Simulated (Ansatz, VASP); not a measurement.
## Two plane-wave programs on BN

File INCAR:

```
SYSTEM = BN
ALGO = Normal
EDIFF = 1E-6
ENCUT = 600
GGA = PS
GGA_COMPAT = .False.
ISIF = 2
ISMEAR = 0
LASPH = .True.
LCHARG = .True.
LELF = .True.
LREAL = .False.
LVHAR = .True.
LWAVE = .False.
NBANDS = 16
NELM = 120
PREC = Accurate
SIGMA = 0.02
```

The input KPOINTS:

```
k-points
0
Gamma
  9 9 2
  0 0 0
```

POSCAR

```
BN
1.0
    2.5037135618      0.0000000000      0.0000000000
   -1.2518567809      2.1682795484      0.0000000000
    0.0000000000      0.0000000000      7.0343315166
B N
2 2
Direct
    0.3333333333      0.6666666667      0.2500000000
    0.6666666667      0.3333333333      0.7500000000
    0.3333333333      0.6666666667      0.7500000000
    0.6666666667      0.3333333333      0.2500000000
```

Input for Ansatz:

```yaml
crystal:
  lattice:
    - [2.5037135618, 0.0, 0.0]
    - [-1.2518567809, 2.1682795484, 0.0]
    - [0.0, 0.0, 7.0343315166]
  atoms:
    - { symbol: B, position: [0.3333333333, 0.6666666667, 0.25] }
    - { symbol: B, position: [0.6666666667, 0.3333333333, 0.75] }
    - { symbol: "N", position: [0.3333333333, 0.6666666667, 0.75] }
    - { symbol: "N", position: [0.6666666667, 0.3333333333, 0.25] }
basis:
  ecutwfc: 420
kpoints:
  mp_grid: { grid: [9, 9, 2] }
hamiltonian:
  xc: pbesol
  pseudopotentials: { kind: paw, azcp: { folder: soft_1 } }
scf:
  occupations: { method: gaussian, width: 0.02 }
output:
  forces: true
  stress: true
  eigenvalues: true
```

Alike in both runs: task single point; functional PBEsol; k mesh 9 × 9 × 2; occupations gaussian, width 0.02 eV; no spin polarisation.

|  | VASP | Ansatz |
| --- | --- | --- |
| version | VASP 6.6.1 | Ansatz 0.2.0 |
| potentials or method | VASP PAW PBE potentials, release 64 (B, N), cutoff 600 eV | scalar-relativistic, plane waves, PAW |
| valence electrons in the cell | 16 | 16 |

VASP gave:

| Property | Result |
| --- | --- |
| gap on the k mesh at the Fermi level (eV) | 4.37 |
| least direct gap on the mesh (eV) | 4.60 |
| pressure (GPa) | 0.3 |
| traceless stress, the component that is largest in VASP (GPa) | -0.50 |

Problem. Which values does Ansatz return?

Solution. gap on the k mesh at the Fermi level (eV): 4.38; least direct gap on the mesh (eV): 4.60; pressure (GPa): 0.0; traceless stress, the component that is largest in VASP (GPa): 0.02.

VASP's potentials were made for PBE, not for PBEsol, and Ansatz warns of the same on its side. The functional is the same, so the differences come from potentials, cutoffs and numerics.

The k mesh is coarse, so the values compare programs but aren't converged.
